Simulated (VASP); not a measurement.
# Au (Cmcm) in VASP: further runs

Runs on Au. Level: r2SCAN. Tasks: single point.

All numbers are computed with VASP 6.6.1; they aren't measurements. Logs are shortened: lines on timing, memory, paths and dates and some standing lists are left out, and cuts for length are marked.

## (1) The cell of the first run

The structure is orthorhombic, space group Cmcm (No. 63). Conventional cell: a = 2.840 Å, b = 5.101 Å, c = 4.857 Å, α = 90.00°, β = 90.00°, γ = 90.00°. Au (site symmetry m2m) has 12 Au at 2.84 to 2.95 Å within 3.7 Å.

## (2) Single point, r2SCAN

Input file POSCAR:

```
Au
1.0
    1.4199310031     -2.5507036497      0.0000000000
    1.4199310031      2.5507036497      0.0000000000
    0.0000000000      0.0000000000      4.8568390332
Au
2
Direct
    0.6641465052      0.3358534948      0.2500000000
    0.3358534948      0.6641465052      0.7500000000
```

Input file INCAR.step1:

```
SYSTEM = Au
PREC = Accurate
ENCUT = 520
ISMEAR = 0
SIGMA = 0.1
LREAL = .FALSE.
LASPH = .TRUE.
NELM = 80
NBANDS = 18
GGA = PE
ALGO = Normal
EDIFF = 1E-4
LWAVE = .TRUE.
LCHARG = .FALSE.
```

Input file INCAR.step2:

```
SYSTEM = Au
PREC = Accurate
ENCUT = 520
EDIFF = 1E-6
ISMEAR = 0
SIGMA = 0.1
LREAL = .FALSE.
LASPH = .TRUE.
NELM = 80
ALGO = Normal
ISIF = 2
LWAVE = .FALSE.
LCHARG = .TRUE.
METAGGA = R2SCAN
LMIXTAU = .TRUE.
LELF = .TRUE.
LVHAR = .TRUE.
NBANDS = 18
ISTART = 1
```

Input file KPOINTS:

```
Automatic mesh
0
G
  16 16 10
  0 0 0
```

Potentials or basis: VASP PAW PBE potentials, release 64 (Au).

Launch:

```console
$ cat potpaw_PBE.64/Au/POTCAR > POTCAR
$ cp INCAR.step1 INCAR
$ mpirun -np 1 vasp_std > vasp.out
$ cp INCAR.step2 INCAR
$ mpirun -np 1 vasp_std > vasp.out
```

OUTCAR:

```text
SYSTEM = Au
   PREC = Accurate
   ENCUT = 520
   EDIFF = 1E-6
   ISMEAR = 0
   LREAL = .FALSE.
   LASPH = .TRUE.
   NELM = 80
   ISIF = 2
   METAGGA = R2SCAN
   ISTART = 1

 ion  position               nearest neighbor table
   1  0.664  0.336  0.250-   2 2.95   2 2.95   2 2.95   2 2.95   2 2.95   2 2.95
   2  0.336  0.664  0.750-   1 2.95   1 2.95   1 2.95   1 2.95   1 2.95   1 2.95

  LATTYP: Found a base centered orthorhombic cell.
 ALAT       =     2.8398620062
 B/A-ratio  =     1.7963574597
 C/A-ratio  =     1.7102376885

  Lattice vectors:

 A1 = (   1.4199310031,  -2.5507036497,   0.0000000000)
 A2 = (   1.4199310031,   2.5507036497,   0.0000000000)
 A3 = (   0.0000000000,   0.0000000000,   4.8568390332)

Analysis of symmetry for initial positions (statically):
=====================================================================
 Subroutine PRICEL returns:
 Original cell was already a primitive cell.

 Routine SETGRP: Setting up the symmetry group for a
 base centered orthorhombic supercell.

 Subroutine GETGRP returns: Found  8 space group operations
 (whereof  4 operations were pure point group operations)
 out of a pool of  8 trial point group operations.

The static configuration has the point symmetry C_2h.
 The point group associated with its full space group is D_2h.

Analysis of symmetry for dynamics (positions and initial velocities):
=====================================================================
 Subroutine PRICEL returns:
 Original cell was already a primitive cell.

 Routine SETGRP: Setting up the symmetry group for a
 base centered orthorhombic supercell.

 Subroutine GETGRP returns: Found  8 space group operations
 (whereof  4 operations were pure point group operations)
 out of a pool of  8 trial point group operations.

The dynamic configuration has the point symmetry C_2h.
 The point group associated with its full space group is D_2h.

 Subroutine INISYM returns: Found  8 space group operations
 (whereof  4 operations are pure point group operations),
 and found     1 'primitive' translations

----------------------------------------------------------------------------------------

                                     Primitive cell

  volume of cell :      35.1812

  direct lattice vectors                    reciprocal lattice vectors
     1.419931003 -2.550703650  0.000000000     0.352129786 -0.196024340  0.000000000
     1.419931003  2.550703650  0.000000000     0.352129786  0.196024340  0.000000000
     0.000000000  0.000000000  4.856839033     0.000000000  0.000000000  0.205895232

[... 71 lines left out ...]
   NGX,Y,Z   is equivalent  to a cutoff of  13.67, 13.67, 12.32 a.u.
   NGXF,Y,Z  is equivalent  to a cutoff of  27.33, 27.33, 24.65 a.u.
 SYSTEM =  Au
   PREC   = accura    normal or accurate (medium, high low for compatibility)
   ISTART =      1    job   : 0-new  1-cont  2-samecut
   ICHARG =      0    charge: 1-file 2-atom 10-const
   ISPIN  =      1    spin polarized calculation?
   LNONCOLLINEAR =      F non collinear calculations
   LSORBIT =      F    spin-orbit coupling
   LASPH  =      T    aspherical Exc in radial PAW
   ENCUT  =  520.0 eV  38.22 Ry    6.18 a.u.   5.43  5.43  9.03*2*pi/ulx,y,z
   NELM   =     80;   NELMIN=  2; NELMDL=  0     # of ELM steps
   EDIFF  = 0.1E-05   stopping-criterion for ELM
   LREAL  =      F    real-space projection
[... 7 lines left out ...]
   TEBEG  =    0.0;   TEEND  =   0.0 temperature during run
   PSTRESS=    0.0 pullay stress
   NELECT =      22.0000    total number of electrons
   NUPDOWN=      -1.0000    fix difference up-down
   EMIN   =  10.00;   EMAX   =-10.00  energy-range for DOS
   EFERMI =   0.00;   METHOD = LEGACY
   ISMEAR =     0;   SIGMA  =   0.10  broadening in eV -4-tet -1-fermi 0-gaus
   EFERMI_NEDOS =   21; number of points for ismear=-14 and -15
   IALGO  =     38    algorithm
   IMIX   =      4    mixing-type and parameters
     AMIX     =   0.40;   BMIX     =  1.00
     AMIX_MAG =   1.60;   BMIX_MAG =  1.00
  volume/ion in A,a.u.               =      17.59       118.71
  Fermi-wavevector in a.u.,A,eV,Ry     =   1.399949  2.645519 26.665459  1.959856
  Thomas-Fermi vector in A             =   2.522957
   LORBIT       =      0    0 simple, 1 ext, 2 COOP (PROOUT), +10 PAW based schemes
   METAGGA = R2SCAN    functional components
   LHFCALC =     F    Hartree Fock is set to
   AEXX    =    0.0000 exact exchange contribution
   IVDW    =     0    specifies the selected vdW correction
   LEPSILON=     F    determine dielectric tensor
   LRPA    =     F    only Hartree local field effects (RPA)
 non-spin polarized calculation
 Gauss-broadening in eV      SIGMA  =   0.10
  energy-cutoff  :      520.00
  volume of cell :       35.18
 maximum number of plane-waves:       967
 NGX is ok and might be reduce to    24
   NGX = 11   NGY = 11   NGZ = 19

 number of electron      22.0000000 magnetization

 Free energy of the ion-electron system (eV)
  ---------------------------------------------------
  ext. energy  EPLUGINS =         0.00000000
  ---------------------------------------------------
  free energy    TOTEN  =      -101.17467663 eV

  energy without entropy =     -101.17207849  energy(sigma->0) =     -101.17337756

 E-fermi :   8.8133     XC(G=0): -13.3999

 val. band max:        8.8108799452   @ k =   0.4375   0.0000   0.5000
 cond. band min:       8.8164327136   @ k =   0.5000   0.0625   0.2000
 fundamental gap:      0.0055527684
 Fermi energy:         8.8132626257

 k-point     1 :       0.0000    0.0000    0.0000
  band No.  band energies     occupation
      1      -0.9393      2.00000
      2       1.4137      2.00000
      3       3.8316      2.00000
      4       3.8866      2.00000
      5       4.2459      2.00000
      6       4.3761      2.00000
[... 481 lines left out ...]
      5       4.2411      2.00000
      6       4.4505      2.00000
[... 10 lines left out ...]
     17      27.2713      0.00000
     18      27.5805      0.00000

 [... further k-points ...]
[... 5 lines left out ...]
  --------------------------------------------------------------------------------------
  -------------------------------------------------------------------------------------
  Total        0.0669841      0.0601184      0.0416348      0.0000000      0.0000000      0.0000000
  in kB        3.0505022      2.7378328      1.8960797      0.0000000      0.0000000      0.0000000
  external PRESSURE =       2.5614716 kB  Pullay stress =       0.0000000 kB

 VOLUME and BASIS-vectors are now :
 -----------------------------------------------------------------------------
  energy-cutoff  :      520.00
  volume of cell :       35.18
      direct lattice vectors                 reciprocal lattice vectors
     1.419931003 -2.550703650  0.000000000     0.352129786 -0.196024340  0.000000000
     1.419931003  2.550703650  0.000000000     0.352129786  0.196024340  0.000000000
     0.000000000  0.000000000  4.856839033     0.000000000  0.000000000  0.205895232

 POSITION                                       TOTAL-FORCE (eV/Angst)
 -----------------------------------------------------------------------------------
      1.41993     -0.83738      1.21421         0.000000      0.004657      0.000000
      1.41993      0.83738      3.64263         0.000000     -0.004657      0.000000
 -----------------------------------------------------------------------------------
    total drift:                               -0.000000     -0.000000      0.000000

  FREE ENERGIE OF THE ION-ELECTRON SYSTEM (eV)
  ---------------------------------------------------
  free  energy   TOTEN  =      -101.1746766300 eV

  energy  without entropy=     -101.1720784850  energy(sigma->0) =     -101.17337756
```

Run time: 4.6 min. Hardware: 1 thread of Intel Xeon 6975P-C (Granite Rapids), shared host; peak memory 0.34 GiB.

Results:

```yaml
Free_energy: -101.1747 eV
Pressure: 0.3 GPa
Largest_force: 0.005 eV/Å
Band_gap_on_the_k_mesh: zero (bands 11 and 12 overlap by 6.90 eV)
```

Forces in eV/Å, atoms in the order of the input:
```
Au   0.000  0.005  0.000
Au   0.000 -0.005  0.000
```

Levels at points of the mesh, in eV from the Fermi level:
| k point | band 9 | band 10 | band 11 | band 12 | band 13 | band 14 |
| --- | --- | --- | --- | --- | --- | --- |
| (0.00, 0.00, 0.00) | -3.62 | -2.38 | -2.38 | -0.84 | 2.59 | 15.34 |
| (0.50, 0.00, 0.00) | -2.04 | -1.87 | 0.49 | 1.72 | 6.06 | 7.59 |
| (0.50, 0.50, 0.00) | -2.12 | -1.93 | 0.28 | 1.28 | 5.79 | 7.16 |
| (0.00, 0.00, 0.50) | -2.90 | -2.90 | -2.76 | -2.76 | 10.91 | 10.91 |
| (0.50, 0.00, 0.50) | -1.92 | -1.92 | 0.78 | 0.78 | 4.12 | 4.12 |
| (0.50, 0.50, 0.50) | -2.01 | -2.01 | 0.42 | 0.42 | 3.67 | 3.67 |

Caveat: the PAW data sets were made with another functional, which shifts forces and pressure a little; spin-orbit coupling is left out, which moves the levels of the heavy elements.

## (3) Single point, r2SCAN (18.12 Å³/atom)

This run uses another cell than the first one, of 18.12 Å³/atom.

Input file POSCAR:

```
Au
1.0
    1.4317897157     -2.5771841200      0.0000000000
    1.4317897157      2.5771841200      0.0000000000
    0.0000000000      0.0000000000      4.9101357023
Au
2
Direct
    0.6638258034      0.3361741966      0.2500000000
    0.3361741966      0.6638258034      0.7500000000
```

Input file INCAR.step1:

```
ALGO     = Normal         # electronic algorithm
EDIFF    = 1E-4           # SCF threshold, eV
ENCUT    = 520            # plane-wave cutoff, eV
GGA      = PE             # functional
ISMEAR   = 0              # smearing method
LASPH    = True           # aspherical terms in the spheres
LCHARG   = False          # write CHGCAR
LREAL    = False          # projectors in reciprocal space
LWAVE    = True           # write WAVECAR
NBANDS   = 18             # bands
NELM     = 100            # most SCF steps
PREC     = Accurate       # precision mode
SIGMA    = 0.1            # smearing width, eV
```

Input file INCAR.step2:

```
ALGO     = Normal         # electronic algorithm
EDIFF    = 1E-6           # SCF threshold, eV
ENCUT    = 520            # plane-wave cutoff, eV
ISIF     = 2              # what is computed and relaxed
ISMEAR   = 0              # smearing method
ISTART   = 1            
LASPH    = True           # aspherical terms in the spheres
LCHARG   = False          # write CHGCAR
LMIXTAU  = True         
LREAL    = False          # projectors in reciprocal space
LWAVE    = False          # write WAVECAR
METAGGA  = R2SCAN         # meta-GGA
NBANDS   = 18             # bands
NELM     = 100            # most SCF steps
PREC     = Accurate       # precision mode
SIGMA    = 0.1            # smearing width, eV
```

Input file KPOINTS:

```
k-points
0
Gamma
  16 16 10
```

Potentials or basis: VASP PAW PBE potentials, release 64 (Au).

Launch:

```console
$ cat potpaw_PBE.64/Au/POTCAR > POTCAR
$ cp INCAR.step1 INCAR
$ mpirun -np 1 vasp_std > vasp.out
$ cp INCAR.step2 INCAR
$ mpirun -np 1 vasp_std > vasp.out
```

Wall time 4.3 min (1 thread of Intel Xeon 6975P-C (Granite Rapids), shared host); peak memory 0.35 GiB.

The run converged. Its results:

```
Free energy            : -101.1628 eV
Pressure               : -3.9 GPa
Band gap on the k mesh : zero (bands 11 and 12 overlap by 6.74 eV)
```

Levels at points of the mesh, in eV from the Fermi level:
| k point | band 9 | band 10 | band 11 | band 12 | band 13 | band 14 |
| --- | --- | --- | --- | --- | --- | --- |
| (0.00, 0.00, 0.00) | -3.52 | -2.35 | -2.35 | -0.71 | 2.41 | 15.32 |
| (0.50, 0.00, 0.00) | -2.03 | -1.87 | 0.49 | 1.65 | 5.96 | 7.38 |
| (0.50, 0.50, 0.00) | -2.11 | -1.93 | 0.28 | 1.20 | 5.69 | 6.91 |
| (0.00, 0.00, 0.50) | -2.85 | -2.85 | -2.72 | -2.72 | 10.66 | 10.66 |
| (0.50, 0.00, 0.50) | -1.92 | -1.92 | 0.85 | 0.85 | 3.95 | 3.95 |
| (0.50, 0.50, 0.50) | -2.00 | -2.00 | 0.48 | 0.48 | 3.50 | 3.50 |

Caveat: the cell stands under tension; the PAW data sets were made with another functional, which shifts forces and pressure a little; spin-orbit coupling is left out, which moves the levels of the heavy elements.

(Continued in part 2 of 2.)

The gap in the log of VASP goes by the Fermi energy; the results here count the filled bands.